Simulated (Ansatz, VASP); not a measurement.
**I in VASP and in Ansatz**

Contents of INCAR:

```
PREC = Accurate
ENCUT = 520
EDIFF = 1E-6
ISMEAR = -1
SIGMA = 0.05
LREAL = F
LASPH = T
NELM = 150
ALGO = Normal
ISIF = 2
LWAVE = F
LCHARG = F
LNONCOLLINEAR = T
MAGMOM = 0 0 0
LORBIT = 11
LSORBIT = T
GGA_COMPAT = F
LORBMOM = T
GGA = CA
NBANDS = 18
```

File KPOINTS:

```
Automatic mesh
0
Gamma
  9 9 9
```

Contents of POSCAR:

```
I
1.0
    0.0000000000      2.3656004428      3.9098401324
    2.1922454667      0.0000000000      3.9098401324
    2.1922454667      2.3656004428      0.0000000000
I
1
Direct
    0.0000000000      0.0000000000      0.0000000000
```

File input.yaml:

```yaml
crystal:
  lattice:
    - [0.0, 2.3656004428, 3.9098401324]
    - [2.1922454667, 0.0, 3.9098401324]
    - [2.1922454667, 2.3656004428, 0.0]
  atoms:
    - { symbol: I, position: [0.0, 0.0, 0.0] }
hamiltonian:
  xc: lda
  pseudopotentials: { kind: paw_fr }
magnetization:
  noncollinear: true
  spin_orbit: true
kpoints:
  mp_grid: { grid: [9, 9, 9] }
  band_path:
    path:
      - [[0.0, 0.0, 0.0], [0.5, 0.0, 0.5], [0.5, 0.1138942365, 0.6138942365], [0.0504161431, 0.5, 0.5504161431], [0.0, 0.5, 0.5], [0.0, 0.0, 0.0], [0.5, 0.5, 0.0], [0.9495838569, 0.5, 0.4495838569], [0.8622775204, 0.3622775204, 0.5], [0.5, 0.1138942365, 0.6138942365]]
      - [[0.5, 0.8861057635, 0.3861057635], [0.5, 0.5, 0.0]]
      - [[0.0, 0.5, 0.5], [0.1377224796, 0.6377224796, 0.5]]
      - [[0.8622775204, 0.3622775204, 0.5], [0.5, 0.0, 0.5]]
      - [[0.5, 0.5, 0.5], [0.0, 0.0, 0.0]]
    npoints: 14
scf:
  occupations: { method: fermi_dirac, width: 0.05 }
  n_extra_bands: 6
output:
  forces: true
  stress: true
  eigenvalues: true
  fatbands: true
```

Alike in both runs: functional LDA; k mesh 9 × 9 × 9; occupations fermi-dirac, width 0.05 eV; non-collinear spin, spin-orbit coupling.

|  | VASP | Ansatz |
| --- | --- | --- |
| version | VASP 6.6.1 | Ansatz 0.2.0 |
| potentials or method | VASP PAW LDA potentials, release 64 (I) | Ansatz PAW |
| plane-wave cutoff (eV) | 520 | 420 |
| valence electrons in the cell | 7 | 17 |
| task | single point | band structure |

|  | VASP | Ansatz | Ansatz less VASP |
| --- | --- | --- | --- |
| pressure (GPa) | -1.8 | -1.8 | +0.04 |
| traceless stress, the component that is largest in VASP (GPa) | 0.65 | 0.62 | -0.028 |

LDA's correlation is that of Perdew and Zunger in VASP and of Perdew and Wang (1992) in Ansatz. VASP's potentials hold 7 valence electrons a cell and Ansatz's 17, so a difference there can come from the potentials and not from the codes.
